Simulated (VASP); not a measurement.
# Al (P2_1/m) in VASP: a series of runs

Al is run at these levels: PBE+D3(BJ); tasks: single point.

Everything below comes from runs of VASP 6.6.1. Logs are shortened: lines on timing, memory, paths and dates and some standing lists are left out, and cuts for length are marked.

**1. The cell of the first run**

The typed cell holds 2 atoms: a = 2.776 Å, b = 2.808 Å, c = 4.668 Å, α = 90.00°, β = 90.00°, γ = 119.69°.

**2. Single point, PBE+D3(BJ) (uniaxial strain along a: -1.0 %, then relaxed in part)**

Input file INCAR:

```
PREC = Accurate
ENCUT = 520
EDIFF = 1E-7
ISMEAR = 0
SIGMA = 0.1
LREAL = F
LASPH = T
NELM = 100
ALGO = Fast
ISIF = 2
LWAVE = F
LCHARG = F
GGA = PE
IVDW = 12
NBANDS = 10
```

Input file KPOINTS:

```
Automatic mesh
0
Gamma
  24 24 12
```

Input file POSCAR:

```
Al
1.0
    2.7757848956     -0.0016884385      0.0000000000
   -1.3893731410      2.4402981158      0.0000000000
    0.0000000000      0.0000000000      4.6678386080
Al
2
Direct
    0.6661600449      0.3324505317      0.7500000000
    0.3338399551      0.6675494683      0.2500000000
```

Potentials or basis: VASP PAW PBE potentials, release 64 (Al).

On the command line:

```console
> cat potpaw_PBE.64/Al/POTCAR > POTCAR
> mpirun -np 1 vasp_std > vasp.out
```

OUTCAR:

```text
PREC = Accurate
   ENCUT = 520
   EDIFF = 1E-7
   ISMEAR = 0
   LREAL = F
   LASPH = T
   NELM = 100
   ISIF = 2
   GGA = PE
   IVDW = 12
 IVDW          = 12

 ion  position               nearest neighbor table
   1  0.666  0.332  0.750-   2 2.84   2 2.84   2 2.84   2 2.84   2 2.84   2 2.84
   2  0.334  0.668  0.250-   1 2.84   1 2.84   1 2.84   1 2.84   1 2.84   1 2.84

  LATTYP: Found a simple monoclinic cell.
 ALAT       =     2.7757854091
 B/A-ratio  =     1.6816280512
 C/A-ratio  =     1.0105845034
 COS(beta)  =    -0.4937063595

  Lattice vectors:

 A1 = (   2.7757848956,  -0.0016884385,   0.0000000000)
 A2 = (   0.0000000000,   0.0000000000,   4.6678386080)
 A3 = (  -1.3864117546,  -2.4386096773,   0.0000000000)

Analysis of symmetry for initial positions (statically):
=====================================================================
 Subroutine PRICEL returns:
 Original cell was already a primitive cell.

 Routine SETGRP: Setting up the symmetry group for a
 simple monoclinic supercell.

 Subroutine GETGRP returns: Found  4 space group operations
 (whereof  2 operations were pure point group operations)
 out of a pool of  4 trial point group operations.

The static configuration has the point symmetry S_2 .
 The point group associated with its full space group is C_2h.

Analysis of symmetry for dynamics (positions and initial velocities):
=====================================================================
 Subroutine PRICEL returns:
 Original cell was already a primitive cell.

 Routine SETGRP: Setting up the symmetry group for a
 simple monoclinic supercell.

 Subroutine GETGRP returns: Found  4 space group operations
 (whereof  2 operations were pure point group operations)
 out of a pool of  4 trial point group operations.

The dynamic configuration has the point symmetry S_2 .
 The point group associated with its full space group is C_2h.

 Subroutine INISYM returns: Found  4 space group operations
 (whereof  2 operations are pure point group operations),
 and found     1 'primitive' translations

----------------------------------------------------------------------------------------

                                     Primitive cell

  volume of cell :      31.6078

  direct lattice vectors                    reciprocal lattice vectors
     2.775784896 -0.001688438  0.000000000     0.360383270  0.205182651  0.000000000
    -1.389373141  2.440298116  0.000000000     0.000249349  0.409927964  0.000000000
     0.000000000  0.000000000  4.667838608     0.000000000  0.000000000  0.214231914

  length of vectors
     2.775785409  2.808097687  4.667838608     0.414699918  0.409928040  0.214231914

  position of ions in fractional coordinates (direct lattice)
     0.666160045  0.332450532  0.750000000
[... 92 lines left out ...]
   EFERMI =   0.00;   METHOD = LEGACY
   ISMEAR =     0;   SIGMA  =   0.10  broadening in eV -4-tet -1-fermi 0-gaus
   EFERMI_NEDOS =   21; number of points for ismear=-14 and -15
   IALGO  =     68    algorithm
   IMIX   =      4    mixing-type and parameters
     AMIX     =   0.40;   BMIX     =  1.00
     AMIX_MAG =   1.60;   BMIX_MAG =  1.00
  volume/ion in A,a.u.               =      15.80       106.65
  Fermi-wavevector in a.u.,A,eV,Ry     =   0.940865  1.777977 12.044238  0.885227
  Thomas-Fermi vector in A             =   2.068319
   LORBIT       =      0    0 simple, 1 ext, 2 COOP (PROOUT), +10 PAW based schemes
   GGA     = PE    functional components
   LHFCALC =     F    Hartree Fock is set to
   AEXX    =    0.0000 exact exchange contribution
   IVDW    =    12    specifies the selected vdW correction
   LEPSILON=     F    determine dielectric tensor
   LRPA    =     F    only Hartree local field effects (RPA)
 non-spin polarized calculation
 RMM-DIIS sequential band-by-band and
 Gauss-broadening in eV      SIGMA  =   0.10
  energy-cutoff  :      520.00
  volume of cell :       31.61
 maximum number of plane-waves:       865
 NGX is ok and might be reduce to    24
   NGX = 11   NGY = 11   NGZ = 17

 number of electron       6.0000000 magnetization

 Free energy of the ion-electron system (eV)
  ---------------------------------------------------
  ext. energy  EPLUGINS =         0.00000000
  ---------------------------------------------------
  free energy    TOTEN  =        -7.40905635 eV

  energy without entropy =       -7.40563006  energy(sigma->0) =       -7.40734321

 E-fermi :   8.4558     XC(G=0): -10.3549

 val. band max:        8.4546938708   @ k =   0.1667   0.2500   0.0000
 cond. band min:       8.4592014002   @ k =  -0.0417   0.2500   0.2500
 fundamental gap:      0.0045075294
 Fermi energy:         8.4557735152

 k-point     1 :       0.0000    0.0000    0.0000
  band No.  band energies     occupation
      1      -2.9813      2.00000
      2       3.5741      2.00000
      3       3.7413      2.00000
      4      19.5607      0.00000
      5      19.7497      0.00000
      6      19.9401      0.00000
      7      20.1830      0.00000
      8      20.4944      0.00000
      9      22.6127      0.00000
     10      23.2203      0.00000
[... 287 lines left out ...]
 k-point    24 :       0.4167    0.0417    0.0000
  band No.  band energies     occupation
      1       1.8216      2.00000
      2       4.8301      2.00000
      3       8.0887      2.00000
      4       8.5443      0.21044
      5      11.1785      0.00000
      6      11.3680      0.00000
      7      13.8007      0.00000
      8      17.0318      0.00000
      9      19.5719      0.00000
     10      19.6164      0.00000

 [... further k-points ...]

------------------------ aborting loop because EDIFF is reached ----------------------------------------

 Edisp (eV)   -0.70342

 E8    (eV) :    -0.3147

  FORCE on cell =-STRESS in cart. coord.  units (eV):
  Direction    XX          YY          ZZ          XY          YZ          ZX
  --------------------------------------------------------------------------------------
  -------------------------------------------------------------------------------------
  Total       0.37044     0.00084    -0.00553     0.01086     0.00000     0.00000
  in kB      18.77737     0.04260    -0.28017     0.55043     0.00000     0.00000
  external pressure =        6.18 kB  Pullay stress =        0.00 kB

 VOLUME and BASIS-vectors are now :
 -----------------------------------------------------------------------------
  energy-cutoff  :      520.00
  volume of cell :       31.61
      direct lattice vectors                 reciprocal lattice vectors
     2.775784896 -0.001688438  0.000000000     0.360383270  0.205182651  0.000000000
    -1.389373141  2.440298116  0.000000000     0.000249349  0.409927964  0.000000000
     0.000000000  0.000000000  4.667838608     0.000000000  0.000000000  0.214231914

 POSITION                                       TOTAL-FORCE (eV/Angst)
 -----------------------------------------------------------------------------------
      1.38722      0.81015      3.50088         0.000090      0.000203     -0.000000
     -0.00081      1.62846      1.16696        -0.000090     -0.000203      0.000000
 -----------------------------------------------------------------------------------
    total drift:                                0.000000      0.000000     -0.000000

  FREE ENERGIE OF THE ION-ELECTRON SYSTEM (eV)
  ---------------------------------------------------
  free  energy   TOTEN  =        -8.1124781863 eV

  energy  without entropy=       -8.1090518980  energy(sigma->0) =       -8.11076504
```

OSZICAR:

```text
N       E                     dE             d eps       ncg     rms          rms(c)
DAV:   1     0.762925378827E-01    0.76293E-01   -0.23440E+03 40600   0.475E+02
DAV:   2    -0.729942652093E+01   -0.73757E+01   -0.71023E+01 53426   0.553E+01
DAV:   3    -0.745862110397E+01   -0.15919E+00   -0.15777E+00 52552   0.652E+00
DAV:   4    -0.745927628455E+01   -0.65518E-03   -0.65510E-03 47800   0.474E-01
DAV:   5    -0.745928171014E+01   -0.54256E-05   -0.54246E-05 48640   0.443E-02    0.192E+00
RMM:   6    -0.742994366003E+01    0.29338E-01   -0.23966E-03 41035   0.294E-01    0.112E+00
RMM:   7    -0.740909849858E+01    0.20845E-01   -0.73167E-03 42227   0.491E-01    0.152E-01
RMM:   8    -0.740905519449E+01    0.43304E-04   -0.32540E-04 44479   0.122E-01    0.164E-02
RMM:   9    -0.740905851517E+01   -0.33207E-05   -0.48267E-05 46645   0.486E-02    0.212E-02
RMM:  10    -0.740905929232E+01   -0.77714E-06   -0.71084E-06 47142   0.184E-02    0.615E-02
RMM:  11    -0.740905690441E+01    0.23879E-05   -0.17729E-06 47448   0.765E-03    0.275E-02
RMM:  12    -0.740905639929E+01    0.50512E-06   -0.46859E-07 44731   0.446E-03    0.102E-02
RMM:  13    -0.740905635291E+01    0.46384E-07   -0.10993E-07 36823   0.195E-03
   1 F= -.81124782E+01 E0= -.81107650E+01  d E =-.342629E-02
```

stdout:

```text
POSCAR found type information on POSCAR Al
 POSCAR found :  1 types and       2 ions
 scaLAPACK will be used
 LDA part: xc-table for (Slater+PW92), standard interpolation
 POSCAR, INCAR and KPOINTS ok, starting setup
 FFT: planning ... GRIDC
 FFT: planning ... GRID_SOFT
 FFT: planning ... GRID
 WAVECAR not read
 entering main loop
```

Wall time 12 min (1 thread of Oxide Virtual Turin-like, shared host); peak memory 0.56 GiB.

Results:

| Property | Result |
| --- | --- |
| Free energy | -8.1125 eV |
| Pressure | 0.6 GPa |
| Band gap on the k mesh | zero (bands 3 and 4 overlap by 7.42 eV) |
| Dispersion energy per atom | -0.352 eV |

Levels at points of the mesh, in eV from the Fermi level:
```csv
k point,band 1,band 2,band 3,band 4,band 5,band 6,band 7
"(0.00, 0.00, 0.00)",-11.44,-4.88,-4.71,11.10,11.29,11.48,11.73
"(0.50, 0.00, 0.00)",-5.27,-5.20,0.66,1.05,1.45,1.79,5.92
"(0.00, 0.50, 0.00)",-5.44,-5.30,0.50,0.94,1.35,1.61,6.36
"(0.50, 0.50, 0.00)",-5.29,-5.20,0.64,1.04,1.44,1.77,5.96
"(0.00, 0.00, 0.50)",-9.75,-9.75,3.12,3.12,12.17,12.17,12.57
"(0.50, 0.00, 0.50)",-3.99,-3.99,-3.16,-3.16,7.36,7.36,7.61
"(0.00, 0.50, 0.50)",-4.10,-4.10,-3.33,-3.33,7.71,7.71,7.79
"(0.50, 0.50, 0.50)",-4.00,-4.00,-3.17,-3.17,7.39,7.39,7.62
```

Caveat: the cell differs from its parent crystal (uniaxial strain along a: -1.0 %, then relaxed in part).

**3. Single point, PBE+D3(BJ) (uniaxial strain along a: +1.0 %, then relaxed in part)**

Input file INCAR:

```
SYSTEM = Al
ALGO     = Fast           ! electronic algorithm
EDIFF    = 1E-6           ! SCF threshold, eV
ENCUT    = 520            ! plane-wave cutoff, eV
GGA      = PE             ! functional
ISIF     = 2              ! what is computed and relaxed
ISMEAR   = 0              ! smearing method
IVDW     = 12             ! dispersion correction
LASPH    = .TRUE.         ! aspherical terms in the spheres
LCHARG   = .TRUE.         ! write CHGCAR
LELF     = .TRUE.         ! ELF
LREAL    = .FALSE.        ! projectors in reciprocal space
LVHAR    = .TRUE.       
LWAVE    = .FALSE.        ! write WAVECAR
NBANDS   = 10             ! bands
NELM     = 80             ! most SCF steps
PREC     = Accurate       ! precision mode
SIGMA    = 0.1            ! smearing width, eV
```

Input file KPOINTS:

```
k-points
0
G
  24 24 12
  0 0 0
```

Input file POSCAR:

```
Al
1.0
    2.8318608437     -0.0024249960      0.0000000000
   -1.4180045385      2.4304336540      0.0000000000
    0.0000000000      0.0000000000      4.6461195498
Al
2
Direct
    0.6668792754      0.3339562222      0.7500000000
    0.3331207246      0.6660437778      0.2500000000
```

Potentials or basis: VASP PAW PBE potentials, release 64 (Al).

On the command line:

```console
> cat potpaw_PBE.64/Al/POTCAR > POTCAR
> mpirun -np 1 vasp_std > vasp.out
```

Wall time 8.3 min (1 thread of Oxide Virtual Turin-like, shared host); peak memory 0.56 GiB.

The run converged. Its results:

```
Free energy                : -8.1139 eV
Pressure                   : -0.3 GPa
Band gap on the k mesh     : zero (bands 3 and 4 overlap by 7.45 eV)
Dispersion energy per atom : -0.348 eV
```

Stress tensor (GPa, compression positive):
```
-1.05  0.11  0.00
 0.11  0.04  0.00
 0.00  0.00 -0.03
```

Levels at points of the mesh, in eV from the Fermi level:
```csv
k point,band 1,band 2,band 3,band 4,band 5,band 6,band 7,band 8
"(0.00, 0.00, 0.00)",-11.36,-4.77,-4.54,10.88,11.10,11.15,11.42,12.16
"(0.50, 0.00, 0.00)",-5.39,-5.24,0.58,1.09,1.44,1.75,5.92,7.66
"(0.00, 0.50, 0.00)",-5.30,-5.18,0.67,1.15,1.49,1.85,5.68,7.48
"(0.50, 0.50, 0.00)",-5.41,-5.25,0.56,1.08,1.42,1.73,5.98,7.71
"(0.00, 0.00, 0.50)",-9.65,-9.65,3.33,3.33,12.02,12.02,12.27,12.27
"(0.50, 0.00, 0.50)",-4.02,-4.02,-3.26,-3.26,7.38,7.38,7.67,7.67
"(0.00, 0.50, 0.50)",-3.96,-3.96,-3.17,-3.17,7.14,7.14,7.60,7.60
"(0.50, 0.50, 0.50)",-4.04,-4.04,-3.28,-3.28,7.43,7.43,7.69,7.69
```

Caveat: the cell differs from its parent crystal (uniaxial strain along a: +1.0 %, then relaxed in part).

**4. Single point, PBE+D3(BJ) (uniaxial strain along a: +2.0 %, then relaxed in part)**

Input file INCAR:

```
ALGO = Fast
EDIFF = 1E-7
ENCUT = 520
GGA = PE
ISIF = 2
ISMEAR = 0
IVDW = 12
LASPH = True
LCHARG = False
LREAL = False
LWAVE = False
NBANDS = 10
NELM = 60
PREC = Accurate
SIGMA = 0.1
```

Input file KPOINTS:

```
k-points
0
Gamma
  24 24 12
```

Input file POSCAR:

```
Al
1.0
    2.8598999959     -0.0008374526      0.0000000000
   -1.4306574772      2.4188525251      0.0000000000
    0.0000000000      0.0000000000      4.6332297942
Al
2
Direct
    0.6673913434      0.3348321195      0.7500000000
    0.3326086566      0.6651678805      0.2500000000
```

On the command line:

```console
> cat potpaw_PBE.64/Al/POTCAR > POTCAR
> mpirun -np 1 vasp_std > vasp.out
```

Run time: 13 min. Hardware: 1 thread of Oxide Virtual Turin-like, shared host; peak memory 0.57 GiB.

Results (log left out):

```yaml
Free_energy: -8.1113 eV
Pressure: -0.6 GPa
Band_gap_on_the_k_mesh: zero (bands 3 and 4 overlap by 7.60 eV)
Dispersion_energy_per_atom: -0.347 eV
```

Stress tensor (GPa, compression positive):
```
-1.61  0.03  0.00
 0.03 -0.02  0.00
 0.00  0.00 -0.03
```

Levels at points of the mesh, in eV from the Fermi level:
| k point | band 1 | band 2 | band 3 | band 4 | band 5 | band 6 | band 7 |
| --- | --- | --- | --- | --- | --- | --- | --- |
| (0.00, 0.00, 0.00) | -11.34 | -4.73 | -4.47 | 10.61 | 10.88 | 11.10 | 11.51 |
| (0.50, 0.00, 0.00) | -5.46 | -5.28 | 0.53 | 1.11 | 1.42 | 1.73 | 6.00 |
| (0.00, 0.50, 0.00) | -5.21 | -5.12 | 0.77 | 1.27 | 1.57 | 1.99 | 5.35 |
| (0.50, 0.50, 0.00) | -5.47 | -5.28 | 0.52 | 1.10 | 1.41 | 1.72 | 6.02 |
| (0.00, 0.00, 0.50) | -9.62 | -9.62 | 3.43 | 3.43 | 11.77 | 11.77 | 12.35 |
| (0.50, 0.00, 0.50) | -4.06 | -4.06 | -3.32 | -3.32 | 7.46 | 7.46 | 7.73 |
| (0.00, 0.50, 0.50) | -3.89 | -3.89 | -3.07 | -3.07 | 6.82 | 6.82 | 7.50 |
| (0.50, 0.50, 0.50) | -4.06 | -4.06 | -3.33 | -3.33 | 7.48 | 7.48 | 7.73 |

Caveat: the cell differs from its parent crystal (uniaxial strain along a: +2.0 %, then relaxed in part).

**5. Single point, PBE+D3(BJ) (uniaxial strain along a: +2.0 %)**

Input file INCAR:

```
SYSTEM = Al
PREC = Accurate
ENCUT = 520
EDIFF = 1E-7
ISMEAR = 0
SIGMA = 0.1
LREAL = .False.
LASPH = .True.
NELM = 60
ALGO = Fast
ISIF = 2
LWAVE = .False.
LCHARG = .False.
GGA = PE
IVDW = 12
NBANDS = 10
```

Input file KPOINTS:

```
Automatic mesh
0
Gamma
  24 24 12
  0 0 0
```

Input file POSCAR:

```
Al
1.0
    2.8599001185      0.0000000000      0.0000000000
   -1.4299500592      2.4160415923      0.0000000000
    0.0000000000      0.0000000000      4.6530164067
Al
2
Direct
    0.6668792754      0.3339562222      0.7500000000
    0.3331207246      0.6660437778      0.2500000000
```

On the command line:

```console
> cat potpaw_PBE.64/Al/POTCAR > POTCAR
> mpirun -np 1 vasp_std > vasp.out
```

It took 14 min on 1 thread of Oxide Virtual Turin-like, shared host; peak memory 0.57 GiB.

The run converged. Its results:

```
Free energy                : -8.1110 eV
Pressure                   : -0.8 GPa
Largest force              : 0.004 eV/Å
Band gap on the k mesh     : zero (bands 3 and 4 overlap by 7.54 eV)
Dispersion energy per atom : -0.346 eV
```

Forces in eV/Å, atoms in the order of the input:
```
Al   0.001  0.004  0.000
Al  -0.001 -0.004  0.000
```

Stress tensor (GPa, compression positive):
```
-1.75  0.00  0.00
 0.00 -0.08  0.00
 0.00  0.00 -0.59
```

Levels at points of the mesh, in eV from the Fermi level:
| k point | band 1 | band 2 | band 3 | band 4 | band 5 | band 6 | band 7 |
| --- | --- | --- | --- | --- | --- | --- | --- |
| (0.00, 0.00, 0.00) | -11.32 | -4.74 | -4.52 | 10.65 | 10.90 | 11.15 | 11.56 |
| (0.50, 0.00, 0.00) | -5.44 | -5.26 | 0.52 | 1.05 | 1.41 | 1.68 | 6.06 |
| (0.50, 0.50, 0.00) | -5.44 | -5.26 | 0.52 | 1.05 | 1.41 | 1.68 | 6.06 |
| (0.00, 0.50, 0.00) | -5.17 | -5.10 | 0.78 | 1.23 | 1.56 | 1.95 | 5.37 |
| (0.00, 0.00, 0.50) | -9.62 | -9.62 | 3.33 | 3.33 | 11.79 | 11.79 | 12.40 |
| (0.50, 0.00, 0.50) | -4.05 | -4.05 | -3.32 | -3.32 | 7.51 | 7.51 | 7.72 |
| (0.50, 0.50, 0.50) | -4.05 | -4.05 | -3.31 | -3.31 | 7.51 | 7.51 | 7.72 |
| (0.00, 0.50, 0.50) | -3.87 | -3.87 | -3.05 | -3.05 | 6.83 | 6.83 | 7.48 |

Caveat: the cell differs from its parent crystal (uniaxial strain along a: +2.0 %).

**6. Overview**

```csv
cell,further INCAR settings,gap on the mesh (eV),pressure (GPa)
"a = 2.776, b = 2.808, c = 4.668 Å, angles 90.0, 90.0, 119.7°, 2 atoms, atomic positions A",ALGO = Fast; EDIFF = 1e-07; NBANDS = 10,none,0.6
"a = 2.832, b = 2.814, c = 4.646 Å, angles 90.0, 90.0, 120.3°, 2 atoms, atomic positions B",ALGO = Fast; EDIFF = 1e-06; NBANDS = 10,none,-0.3
"a = 2.860, b = 2.810, c = 4.633 Å, angles 90.0, 90.0, 120.6°, 2 atoms, atomic positions C",ALGO = Fast; EDIFF = 1e-07; NBANDS = 10,none,-0.6
"a = 2.860, b = 2.807, c = 4.653 Å, angles 90.0, 90.0, 120.6°, 2 atoms, atomic positions B",ALGO = Fast; EDIFF = 1e-07; NBANDS = 10,none,-0.8
```

Alike in all rows: task single point; level PBE+D3(BJ); potentials or basis VASP PAW PBE potentials, release 64 (Al); no spin polarisation; k mesh 24 × 24 × 12; cutoff (eV) 520; smearing gaussian 0.1 eV.

Total energies depend on the potentials used, so only differences within one code and one set of settings carry meaning.
